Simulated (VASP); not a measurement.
# LiMg6 (Pm-3m) in VASP: notebook

Runs on LiMg6. Level: PBE. Tasks: single point, relaxation of cell and atoms.

Everything below comes from runs of VASP 6.6.1. Logs are shortened: lines on timing, memory, paths and dates and some standing lists are left out, and cuts for length are marked.

## Step 1: The cell of the first run

Symmetry: Pm-3m, No. 221, cubic system. Conventional cell: a = 4.797 Å, b = 4.797 Å, c = 4.797 Å, α = 90.00°, β = 90.00°, γ = 90.00°. Within 4.6 Å of Li (site symmetry m-3m) lie 24 Mg at 3.53 Å. Mg (site symmetry 4mm) has 5 Mg at 1.99 Å within 2.6 Å.

The cell was built from a structure type or drawn by symmetry, and may not be a known phase.

## Step 2: Single point, PBE

INCAR reads:

```
PREC = Accurate
ENCUT = 520
EDIFF = 1E-7
ISMEAR = 0
SIGMA = 0.1
LREAL = False
LASPH = True
NELM = 80
ALGO = Normal
ISIF = 2
LWAVE = False
LCHARG = True
GGA = PE
LELF = True
LVHAR = True
NBANDS = 16
```

KPOINTS reads:

```
Automatic mesh
0
Gamma
  4 4 4
```

POSCAR reads:

```
LiMg6
1.0
    4.7967684500      0.0000000000      0.0000000000
    0.0000000000      4.7967684500      0.0000000000
    0.0000000000      0.0000000000      4.7967684500
Li Mg
1 6
Direct
    0.0000000000      0.0000000000      0.0000000000
    0.5000000000      0.5000000000      0.2070000000
    0.5000000000      0.5000000000      0.7930000000
    0.2070000000      0.5000000000      0.5000000000
    0.7930000000      0.5000000000      0.5000000000
    0.5000000000      0.2070000000      0.5000000000
    0.5000000000      0.7930000000      0.5000000000
```

Potentials or basis: VASP PAW PBE potentials, release 64 (Li_sv, Mg).

On the command line:

```sh
$ cat potpaw_PBE.64/Li_sv/POTCAR potpaw_PBE.64/Mg/POTCAR > POTCAR
$ mpirun -np 1 vasp_std > vasp.out
```

OUTCAR:

```text
PREC = Accurate
   ENCUT = 520
   EDIFF = 1E-7
   ISMEAR = 0
   LREAL = False
   LASPH = True
   NELM = 80
   ISIF = 2
   GGA = PE

 ion  position               nearest neighbor table
   1  0.000  0.000  0.000-
   2  0.500  0.500  0.207-   3 1.99   4 1.99   5 1.99   6 1.99   7 1.99   3 2.81
   3  0.500  0.500  0.793-   2 1.99   4 1.99   5 1.99   6 1.99   7 1.99   2 2.81
   4  0.207  0.500  0.500-   5 1.99   3 1.99   2 1.99   6 1.99   7 1.99   5 2.81
   5  0.793  0.500  0.500-   4 1.99   3 1.99   2 1.99   6 1.99   7 1.99   4 2.81
   6  0.500  0.207  0.500-   7 1.99   3 1.99   4 1.99   5 1.99   2 1.99   7 2.81
   7  0.500  0.793  0.500-   6 1.99   3 1.99   4 1.99   5 1.99   2 1.99   6 2.81

  LATTYP: Found a simple cubic cell.
 ALAT       =     4.7967684500

  Lattice vectors:

 A1 = (   4.7967684500,   0.0000000000,   0.0000000000)
 A2 = (   0.0000000000,   4.7967684500,   0.0000000000)
 A3 = (   0.0000000000,   0.0000000000,   4.7967684500)

Analysis of symmetry for initial positions (statically):
=====================================================================
 Subroutine PRICEL returns:
 Original cell was already a primitive cell.

 Routine SETGRP: Setting up the symmetry group for a
 simple cubic supercell.

 Subroutine GETGRP returns: Found 48 space group operations
 (whereof 48 operations were pure point group operations)
 out of a pool of 48 trial point group operations.

The static configuration has the point symmetry O_h .

Analysis of symmetry for dynamics (positions and initial velocities):
=====================================================================
 Subroutine PRICEL returns:
 Original cell was already a primitive cell.

 Routine SETGRP: Setting up the symmetry group for a
 simple cubic supercell.

 Subroutine GETGRP returns: Found 48 space group operations
 (whereof 48 operations were pure point group operations)
 out of a pool of 48 trial point group operations.

The dynamic configuration has the point symmetry O_h .

 Subroutine INISYM returns: Found 48 space group operations
 (whereof 48 operations are pure point group operations),
 and found     1 'primitive' translations

----------------------------------------------------------------------------------------

                                     Primitive cell

  volume of cell :     110.3688

  direct lattice vectors                    reciprocal lattice vectors
     4.796768450  0.000000000  0.000000000     0.208473686  0.000000000  0.000000000
     0.000000000  4.796768450  0.000000000     0.000000000  0.208473686  0.000000000
     0.000000000  0.000000000  4.796768450     0.000000000  0.000000000  0.208473686

  length of vectors
     4.796768450  4.796768450  4.796768450     0.208473686  0.208473686  0.208473686

  position of ions in fractional coordinates (direct lattice)
     0.000000000  0.000000000  0.000000000
     0.500000000  0.500000000  0.207000000
     0.500000000  0.500000000  0.793000000
     0.207000000  0.500000000  0.500000000
     0.793000000  0.500000000  0.500000000
     0.500000000  0.207000000  0.500000000
     0.500000000  0.793000000  0.500000000

  ion indices of the primitive-cell ions
   primitive index   ion index
                 1           1
                 2           2
                 3           3
                 4           4
                 5           5
                 6           6
                 7           7

----------------------------------------------------------------------------------------

 KPOINTS: Automatic mesh

Automatic generation of k-mesh.
 Grid dimensions read from file:
 generate k-points for:    4    4    4

 Generating k-lattice:

  Cartesian coordinates                     Fractional coordinates (reciprocal lattice)
     0.052118422  0.000000000  0.000000000     0.250000000  0.000000000  0.000000000
     0.000000000  0.052118422  0.000000000     0.000000000  0.250000000  0.000000000
     0.000000000  0.000000000  0.052118422     0.000000000  0.000000000  0.250000000

  Length of vectors
     0.052118422  0.052118422  0.052118422

  Shift w.r.t. Gamma in fractional coordinates (k-lattice)
     0.000000000  0.000000000  0.000000000

 Subroutine IBZKPT returns following result:
 ===========================================

 Found     10 irreducible k-points:

 Following reciprocal coordinates:
            Coordinates               Weight
  0.000000  0.000000  0.000000      1.000000
  0.250000  0.000000  0.000000      6.000000
  0.500000  0.000000  0.000000      3.000000
  0.250000  0.250000  0.000000     12.000000
  0.500000  0.250000  0.000000     12.000000
  0.500000  0.500000  0.000000      3.000000
  0.250000  0.250000  0.250000      8.000000
  0.500000  0.250000  0.250000     12.000000
  0.500000  0.500000  0.250000      6.000000
  0.500000  0.500000  0.500000      1.000000
   k-points           NKPTS =     10   k-points in BZ     NKDIM =     10   number of bands    NBANDS=     16
   number of dos      NEDOS =    301   number of ions     NIONS =      7
   total plane-waves  NPLWV =  46656
   dimension x,y,z NGX =    36 NGY =   36 NGZ =   36
   dimension x,y,z NGXF=    72 NGYF=   72 NGZF=   72
   ions per type =               1   6
   NGX,Y,Z   is equivalent  to a cutoff of  12.48, 12.48, 12.48 a.u.
   NGXF,Y,Z  is equivalent  to a cutoff of  24.95, 24.95, 24.95 a.u.
 SYSTEM =  unknown system
   PREC   = accura    normal or accurate (medium, high low for compatibility)
   ISTART =      0    job   : 0-new  1-cont  2-samecut
   ICHARG =      2    charge: 1-file 2-atom 10-const
   ISPIN  =      1    spin polarized calculation?
   LNONCOLLINEAR =      F non collinear calculations
   LSORBIT =      F    spin-orbit coupling
   LASPH  =      T    aspherical Exc in radial PAW
   ENCUT  =  520.0 eV  38.22 Ry    6.18 a.u.   8.92  8.92  8.92*2*pi/ulx,y,z
   NELM   =     80;   NELMIN=  2; NELMDL= -5     # of ELM steps
   EDIFF  = 0.1E-06   stopping-criterion for ELM
   LREAL  =      F    real-space projection
   EDIFFG = 0.1E-05   stopping-criterion for IOM
   NSW    =      0    number of steps for IOM
   IBRION =     -1    ionic relax: 0-MD 1-quasi-New 2-CG
   NFREE  =      0    steps in history (QN), initial steepest desc. (CG)
   ISIF   =      2    stress and relaxation
   ISYM   =      2    0-nonsym 1-usesym 2-fastsym
   POTIM  = 0.5000    time-step for ionic-motion
   TEBEG  =    0.0;   TEEND  =   0.0 temperature during run
   PSTRESS=    0.0 pullay stress
   NELECT =      15.0000    total number of electrons
   NUPDOWN=      -1.0000    fix difference up-down
   EMIN   =  10.00;   EMAX   =-10.00  energy-range for DOS
   EFERMI =   0.00;   METHOD = LEGACY
   ISMEAR =     0;   SIGMA  =   0.10  broadening in eV -4-tet -1-fermi 0-gaus
   EFERMI_NEDOS =   21; number of points for ismear=-14 and -15
   IALGO  =     38    algorithm
   IMIX   =      4    mixing-type and parameters
     AMIX     =   0.40;   BMIX     =  1.00
     AMIX_MAG =   1.60;   BMIX_MAG =  1.00
  volume/ion in A,a.u.               =      15.77       106.40
  Fermi-wavevector in a.u.,A,eV,Ry     =   0.841698  1.590579  9.639131  0.708456
  Thomas-Fermi vector in A             =   1.956285
   LORBIT       =      0    0 simple, 1 ext, 2 COOP (PROOUT), +10 PAW based schemes
   GGA     = PE    functional components
   LHFCALC =     F    Hartree Fock is set to
   AEXX    =    0.0000 exact exchange contribution
   IVDW    =     0    specifies the selected vdW correction
   LEPSILON=     F    determine dielectric tensor
   LRPA    =     F    only Hartree local field effects (RPA)
 non-spin polarized calculation
 Gauss-broadening in eV      SIGMA  =   0.10
  energy-cutoff  :      520.00
  volume of cell :      110.37
 maximum number of plane-waves:      3016
 NGX is ok and might be reduce to    36
   NGX = 17   NGY = 17   NGZ = 17

 number of electron      14.9999989 magnetization

 Free energy of the ion-electron system (eV)
  ---------------------------------------------------
  ext. energy  EPLUGINS =         0.00000000
  ---------------------------------------------------
  free energy    TOTEN  =        24.70886649 eV

  energy without entropy =       24.71643475  energy(sigma->0) =       24.71265062

 E-fermi :   4.1218     XC(G=0):  -9.1154

 val. band max:        4.0515903474   @ k =   0.5000   0.0000   0.0000
 cond. band min:       4.3350970601   @ k =   0.5000   0.2500   0.0000
 fundamental gap:      0.2835067127
 Fermi energy:         4.1217824435

 k-point     1 :       0.0000    0.0000    0.0000
  band No.  band energies     occupation
      1     -42.4351      2.00000
      2      -4.6496      2.00000
      3       1.1759      2.00000
      4       1.8091      2.00000
      5       1.8091      2.00000
      6       1.8091      2.00000
[... 8 lines left out ...]
     15       8.6477      0.00000
     16       8.6477      0.00000

 k-point     2 :       0.2500    0.0000    0.0000
  band No.  band energies     occupation
      1     -42.4352      2.00000
      2      -4.3766      2.00000
      3      -0.3005      2.00000
      4       1.7053      2.00000
      5       2.1046      2.00000
      6       2.1046      2.00000
[... 8 lines left out ...]
     15       8.6007      0.00000
     16      10.1949      0.00000

 k-point     3 :       0.5000    0.0000    0.0000
  band No.  band energies     occupation
      1     -42.4351      2.00000
      2      -3.9941      2.00000
      3      -1.3420      2.00000
      4       1.8129      2.00000
      5       2.6124      2.00000
      6       2.6124      2.00000
[... 8 lines left out ...]
     15       9.0288      0.00000
     16       9.0288      0.00000
[... 96 lines left out ...]
 k-point     9 :       0.5000    0.5000    0.2500
  band No.  band energies     occupation
      1     -42.4352      2.00000
      2      -3.0972      2.00000
      3      -0.3634      2.00000
      4      -0.3634      2.00000
      5       1.1165      2.00000
      6       1.6172      2.00000
[... 8 lines left out ...]
     15       8.9295      0.00000
     16      11.3387      0.00000

 k-point    10 :       0.5000    0.5000    0.5000
  band No.  band energies     occupation
      1     -42.4352      2.00000
      2      -2.7640      2.00000
      3       0.1492      2.00000
      4       0.1492      2.00000
      5       0.1492      2.00000
      6       1.8581      2.00000
[... 8 lines left out ...]
     15      11.6542      0.00000
     16      11.6542      0.00000

------------------------ aborting loop because EDIFF is reached ----------------------------------------

  FORCE on cell =-STRESS in cart. coord.  units (eV):
  Direction    XX          YY          ZZ          XY          YZ          ZX
  --------------------------------------------------------------------------------------
  -------------------------------------------------------------------------------------
  Total       65.0921987     65.0921987     65.0921987      0.0000000      0.0000000     -0.0000000
  in kB      944.9161241    944.9161241    944.9161241      0.0000000      0.0000000     -0.0000000
  external PRESSURE =     944.9161241 kB  Pullay stress =       0.0000000 kB

 VOLUME and BASIS-vectors are now :
 -----------------------------------------------------------------------------
  energy-cutoff  :      520.00
  volume of cell :      110.37
      direct lattice vectors                 reciprocal lattice vectors
     4.796768450  0.000000000  0.000000000     0.208473686  0.000000000  0.000000000
     0.000000000  4.796768450  0.000000000     0.000000000  0.208473686  0.000000000
     0.000000000  0.000000000  4.796768450     0.000000000  0.000000000  0.208473686

 POSITION                                       TOTAL-FORCE (eV/Angst)
 -----------------------------------------------------------------------------------
      0.00000      0.00000      0.00000         0.000000      0.000000     -0.000000
      2.39838      2.39838      0.99293         0.000000      0.000000    -12.932108
      2.39838      2.39838      3.80384         0.000000      0.000000     12.932108
      0.99293      2.39838      2.39838       -12.932108      0.000000     -0.000000
      3.80384      2.39838      2.39838        12.932108      0.000000     -0.000000
      2.39838      0.99293      2.39838         0.000000    -12.932108     -0.000000
      2.39838      3.80384      2.39838         0.000000     12.932108     -0.000000
 -----------------------------------------------------------------------------------
    total drift:                               -0.000000      0.000000      0.000000

  FREE ENERGIE OF THE ION-ELECTRON SYSTEM (eV)
  ---------------------------------------------------
  free  energy   TOTEN  =        24.7088664920 eV

  energy  without entropy=       24.7164347527  energy(sigma->0) =       24.71265062
```

It took 25 s on 1 thread of Intel Xeon Platinum 8375C at 2.90GHz (Ice Lake), shared host; peak memory 0.2 GiB.

What came out:

```yaml
Free_energy: 24.7089 eV
Largest_force: 12.932 eV/Å
Band_gap_on_the_k_mesh: zero (an odd number of electrons rules out a gap without spin polarisation)
```

Forces on the atoms (eV/Å):
```
Li    0.000   0.000   0.000
Mg    0.000   0.000 -12.932
Mg    0.000   0.000  12.932
Mg  -12.932   0.000   0.000
Mg   12.932   0.000   0.000
Mg    0.000 -12.932   0.000
Mg    0.000  12.932   0.000
```

Levels at points of the mesh, in eV from the Fermi level:
```csv
k point,band 4,band 5,band 6,band 7,band 8,band 9,band 10,band 11,band 12,band 13
"(0.00, 0.00, 0.00)",-2.31,-2.31,-2.31,-1.12,-1.12,2.66,2.66,2.66,3.95,3.95
"(0.50, 0.00, 0.00)",-2.31,-1.51,-1.51,-0.31,-0.07,-0.07,1.44,2.52,3.22,4.41
"(0.50, 0.50, 0.00)",-4.79,-2.69,-1.12,-0.73,0.67,0.67,2.32,2.32,2.50,4.55
"(0.50, 0.50, 0.50)",-3.97,-3.97,-2.26,-2.26,-2.26,0.51,2.73,4.83,4.83,4.83
```

Caveat: the cutoff is under 1.25 times the usual one of these potentials, so pressure, stress and relaxed cells hold a basis-set (Pulay) error; forces of over 1 eV/Å act on the atoms, so gaps and moduli don't describe the material at rest.

(Continued in part 2 of 2.)
